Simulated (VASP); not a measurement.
Set up this calculation in VASP 6.6.1, as the native input.

* Task: single point
* Functional: PBE
* Potentials or basis: VASP PAW PBE potentials, release 64 (Na_pv, Tb_3, C), 4f in core
* Cutoff: 600 eV
* k mesh: 14 × 14 × 8
* Occupations: gaussian, width 0.1 eV
* Spin: no spin polarisation
* Dipole correction: no
* Mended: yes
* Further INCAR settings: ALGO = Normal; EDIFF = 1e-06; NBANDS = 17

The structure of NaTbC lies in POSCAR:

```
NaTbC
1.0
    3.3313421655      0.0000000000      0.0000000000
    0.0000000000      3.3313421655      0.0000000000
    0.0000000000      0.0000000000      6.8387632702
Na Tb C
1 1 1
Direct
    0.0000000000      0.0000000000      0.2690117887
    0.0000000000      0.0000000000      0.8191579627
    0.5000000000      0.5000000000      0.9077759687
```

The cell was built from a structure type or drawn by symmetry, and may not be a known phase.

The input as run:

INCAR

```
ALGO = Normal
EDIFF = 1E-6
ENCUT = 600
GGA = PE
GGA_COMPAT = False
ISIF = 2
ISMEAR = 0
LASPH = True
LCHARG = True
LELF = True
LMAXMIX = 6
LREAL = False
LVHAR = True
LWAVE = False
NBANDS = 17
NELM = 200
PREC = Accurate
SIGMA = 0.1
```

KPOINTS

```
k-points
0
Gamma
  14 14 8
```

Potentials or basis: VASP PAW PBE potentials, release 64 (Na_pv, Tb_3, C), 4f in core.

The run is started by

```bash
$ cat potpaw_PBE.64/Na_pv/POTCAR potpaw_PBE.64/Tb_3/POTCAR potpaw_PBE.64/C/POTCAR > POTCAR
$ mpirun -np 1 vasp_std > vasp.out
```

Results of the run:

```
Pressure               : 0.2 GPa
Largest force          : 0.072 eV/Å
Band gap on the k mesh : zero (bands 10 and 11 overlap by 1.17 eV)
```

Caveat: spin-orbit coupling is left out, which moves the levels of the heavy elements; the 4f electrons are frozen in the core, so they carry no moment and show no levels.

It took 110 s on 1 thread of AMD EPYC 9R45 96-Core Processor (Zen 5) (shared host), peak memory 0.41 GiB.
